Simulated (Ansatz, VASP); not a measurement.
# Si3N4 in VASP and in Ansatz

```xyz
14
Lattice="7.6057 0.0000 0.0000 -3.8028 6.5867 0.0000 0.0000 0.0000 2.9056" Properties=species:S:1:pos:R:3 pbc="T T T"
Si   -1.3817    5.4312    2.1792
Si    2.2113    1.5190    0.7264
Si    4.0127    3.9122    0.7264
Si   -0.2098    2.6745    2.1792
Si    1.5916    5.0677    2.1792
Si    5.1846    1.1555    0.7264
N     0.0000    4.3911    2.1792
N     3.8028    2.1956    0.7264
N     4.8212    4.4110    2.1792
N    -1.4094    6.3808    0.7264
N     2.4278    4.6169    0.7264
N     1.3750    1.9698    2.1792
N    -1.0184    2.1757    0.7264
N     5.2123    0.2059    2.1792
```

Alike in both runs: task single point; functional r2SCAN; k mesh 6 × 6 × 8; no spin polarisation.

|  | VASP | Ansatz |
| --- | --- | --- |
| version | VASP 6.6.1 | Ansatz 0.2.0 |
| potentials or method | VASP PAW PBE potentials, release 64 (Si, N) | plane waves, PAW |
| plane-wave cutoff (eV) | 520 | 500 |
| occupations | gaussian, width 0.01 eV | fixed |
| valence electrons in the cell | 64 | 64 |

```tsv
	VASP	Ansatz	Ansatz less VASP
gap on the k mesh at the Fermi level (eV)	5.00	5.01	+0.008
pressure (GPa)	-0.2	0.0	+0.17
```

VASP's potentials were made for PBE, not for r2SCAN.
